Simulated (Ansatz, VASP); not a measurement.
**KSi3I in VASP and in Ansatz**

The input INCAR:

```
PREC = Accurate
ENCUT = 520
EDIFF = 1E-6
ISMEAR = 0
SIGMA = 0.1
LREAL = False
LASPH = True
NELM = 100
ALGO = Normal
ISIF = 2
LWAVE = False
LCHARG = False
GGA = PE
NBANDS = 22
```

File KPOINTS:

```
Automatic mesh
0
Gamma
  8 8 8
```

File POSCAR:

```
KSi3I
1.0
    5.7515238184      0.0000000000      0.0000000000
    0.0000000000      5.7515238184      0.0000000000
    0.0000000000      0.0000000000      5.7515238184
K Si I
1 3 1
Direct
    0.5000000000      0.5000000000      0.5000000000
    0.0000000000      0.5000000000      0.5000000000
    0.5000000000      0.0000000000      0.5000000000
    0.5000000000      0.5000000000      0.0000000000
    0.0000000000      0.0000000000      0.0000000000
```

Input for Ansatz:

```yaml
crystal:
  lattice:
    - [5.7515238184, 0.0, 0.0]
    - [0.0, 5.7515238184, 0.0]
    - [0.0, 0.0, 5.7515238184]
  atoms:
    - { symbol: K, position: [0.5, 0.5, 0.5] }
    - { symbol: Si, position: [0.0, 0.5, 0.5] }
    - { symbol: Si, position: [0.5, 0.0, 0.5] }
    - { symbol: Si, position: [0.5, 0.5, 0.0] }
    - { symbol: I, position: [0.0, 0.0, 0.0] }
basis:
  ecutwfc: 420
kpoints:
  mp_grid: { grid: [8, 8, 8] }
  band_path:
    path:
      - [[0.0, 0.0, 0.0], [0.0, 0.5, 0.0], [0.5, 0.5, 0.0], [0.0, 0.0, 0.0], [0.5, 0.5, 0.5], [0.0, 0.5, 0.0]]
      - [[0.5, 0.5, 0.5], [0.5, 0.5, 0.0]]
    npoints: 14
hamiltonian:
  xc: pbe
scf:
  occupations: { method: gaussian, width: 0.1 }
  n_extra_bands: 12
output:
  forces: true
  stress: true
  eigenvalues: true
  populations: true
  dos: { projected: true, de: 0.02, nscf_kmesh: { grid: [10, 10, 10] } }
  bader: true
  write_density: true
  write_potential: true
  elf: true
  volumetric_format: npy
```

Alike in both runs: task single point; functional PBE; k mesh 8 × 8 × 8; occupations gaussian, width 0.1 eV; no spin polarisation.

```csv
,VASP,Ansatz
version,VASP 6.6.1,Ansatz 0.2.0
potentials or method,"VASP PAW PBE potentials, release 64 (K_sv, Si, I), cutoff 520 eV","scalar-relativistic, plane waves, PAW"
valence electrons in the cell,28,38
```

|  | VASP | Ansatz | Ansatz less VASP |
| --- | --- | --- | --- |
| gap on the k mesh at the Fermi level (eV) | none | none | - |
| pressure (GPa) | 0.0 | 0.0 | -0.04 |

A gap of «none» marks a metal or a gap that the smearing closes. VASP's potentials hold 28 valence electrons a cell and Ansatz's 38, so a difference there can come from the potentials and not from the codes.

Spin-orbit coupling is off throughout.
